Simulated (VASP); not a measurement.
Set up this calculation in VASP 6.6.1, as the native input.

* Task: single point
* Functional: PBE
* Potentials or basis: VASP PAW PBE potentials, release 64 (Zn, O)
* Cutoff: 520 eV
* k mesh: 12 × 12 × 4
* Occupations: gaussian, width 0.02 eV
* Spin: no spin polarisation
* Dipole correction: no
* Further INCAR settings: ALGO = Normal; EDIFF = 1e-06; NBANDS = 26

The structure of ZnO lies in POSCAR:

```
ZnO
1.0
    3.2777674927     -0.0000000029      0.0000000000
   -1.6388837438      2.8386299178      0.0000000000
    0.0000000000      0.0000000000      7.6528275485
Zn O
2 2
Direct
    0.0000000000      0.0000000000      0.7500000000
    0.0000000000      0.0000000000      0.2500000000
    0.3333333333      0.6666666667      0.2500000000
    0.6666666667      0.3333333333      0.7500000000
```

These files were run (other wordings do the same):

INCAR

```
SYSTEM = ZnO
PREC = Accurate
ENCUT = 520
EDIFF = 1E-6
ISMEAR = 0
SIGMA = 0.02
LREAL = .FALSE.
LASPH = .TRUE.
NELM = 80
ALGO = Normal
ISIF = 2
LWAVE = .FALSE.
LCHARG = .FALSE.
GGA = PE
NBANDS = 26
```

KPOINTS

```
Automatic mesh
0
G
  12 12 4
  0 0 0
```

Potentials or basis: VASP PAW PBE potentials, release 64 (Zn, O).

The run is started by

```sh
$ cat potpaw_PBE.64/Zn/POTCAR potpaw_PBE.64/O/POTCAR > POTCAR
$ mpirun -np 1 vasp_std > vasp.out
```

Results of the run:

| Quantity | Value |
| --- | --- |
| Pressure | 0.8 GPa |
| Band gap on the k mesh | 0.92 eV |

Run time: 38 s on 1 thread of AMD EPYC 9R45 96-Core Processor (Zen 5), with other jobs on the host, peak memory 0.2 GiB.
